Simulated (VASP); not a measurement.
A run of VASP 6.6.1 is set up as follows.

The input INCAR:

```
SYSTEM = Os
ALGO = Normal
DIPOL = 0.5 0.5 0.294
EDIFF = 1E-6
ENCUT = 520
GGA = PE
IDIPOL = 3
ISIF = 2
ISMEAR = 0
LASPH = .True.
LCHARG = .False.
LDIPOL = .True.
LREAL = .False.
LWAVE = .False.
NBANDS = 10
NELM = 80
PREC = Accurate
SIGMA = 0.1
```

File KPOINTS:

```
k-points
0
Gamma
  6 6 1
  0 0 0
```

Contents of POSCAR:

```
Os
1.0
    2.4258999070      0.0000000000      0.0000000000
    0.0000000000      2.4258999070      0.0000000000
    0.0000000000      0.0000000000     23.8000000000
Os
1
Direct
    0.5000000000      0.5000000000      0.2941176471
```

Potentials or basis: VASP PAW PBE potentials, release 64 (Os).

Launch:

```sh
$ cat potpaw_PBE.64/Os/POTCAR > POTCAR
$ mpirun -np 1 vasp_std > vasp.out
```

Task: Predict the band gap on the k mesh.

Result: Zero (bands 4 and 5 overlap by 0.92 eV).

Caveat: the k points lie up to 0.43 Å⁻¹ apart, too coarse for converged energies and pressures of a metal; spin-orbit coupling is left out, which moves the levels of the heavy elements.
